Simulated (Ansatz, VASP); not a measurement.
Te: VASP beside Ansatz

```
Te
1.0
     5.47104    0.00000    0.00000
     0.00000    8.36934    0.00000
     0.00000    0.00000    3.08032
Te
4
Direct
  0.81076 0.10693 0.23612
  0.68924 0.60693 0.76388
  0.18924 0.89307 0.23612
  0.31076 0.39307 0.76388
```

Alike in both runs: task single point; functional PBE; k mesh 6 × 4 × 10; occupations gaussian, width 0.05 eV; no spin polarisation.

|  | VASP | Ansatz |
| --- | --- | --- |
| version | VASP 6.6.1 | Ansatz 0.2.0 |
| potentials or method | VASP PAW PBE potentials, release 64 (Te), cutoff 520 eV | scalar-relativistic, plane waves, PAW |
| valence electrons in the cell | 24 | 64 |

|  | VASP | Ansatz | Ansatz less VASP |
| --- | --- | --- | --- |
| gap on the k mesh at the Fermi level (eV) | none | none | - |
| pressure (GPa) | 0.5 | 0.5 | -0.01 |
| traceless stress, the component that is largest in VASP (GPa) | -0.11 | -0.15 | -0.036 |
| rms of the force components (eV/Å) | 0.134 | 0.123 | -0.0108 |

Atom by atom the forces differ by 0.011 eV/Å (rms over components). A gap of «none» marks a metal or a gap that the smearing closes. VASP's potentials hold 24 valence electrons a cell and Ansatz's 64, so a difference there can come from the potentials and not from the codes.

Neither program's run includes spin-orbit coupling.
